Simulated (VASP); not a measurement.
**K2S: single point with PBE**

K2S:

```
CELL_PARAMETERS angstrom
0.00000 3.71271 3.71271
3.71271 0.00000 3.71271
3.71271 3.71271 0.00000
ATOMIC_POSITIONS crystal
K 0.25000 0.25000 0.25000
K 0.75000 0.75000 0.75000
S 0.00000 0.00000 0.00000
```

| Property | Result |
| --- | --- |
| Program | VASP 6.6.1 |
| Task | single point |
| Functional | PBE |
| Potentials or basis | VASP PAW PBE potentials, release 64 (K_sv, S) |
| Cutoff | 500 eV |
| k mesh | 8 × 8 × 8 |
| Occupations | gaussian, width 0.05 eV |
| Spin | no spin polarisation |

The pressure is 0.3 GPa and the band gap on the k mesh is 2.36 eV (least direct gap 2.55 eV).

Levels at points of the mesh, in eV from the valence-band top:
```
           k point  band 10  band 11  band 12  band 13  band 14  band 15
(0.00, 0.00, 0.00)    -0.19    -0.19    -0.19     2.36     5.46     5.46
(0.50, 0.00, 0.00)    -0.61    -0.06    -0.06     4.70     4.98     5.80
(0.50, 0.50, 0.00)    -0.74     0.00     0.00     3.51     5.27     6.55
```

It took 77 s on 1 thread of Intel(R) Xeon(R) Platinum 8488C (Sapphire Rapids), with other jobs on the host, peak memory 0.25 GiB.

A k mesh can miss the band edges. Expect the measured gap to be larger: semilocal functionals such as PBE lack the derivative discontinuity.
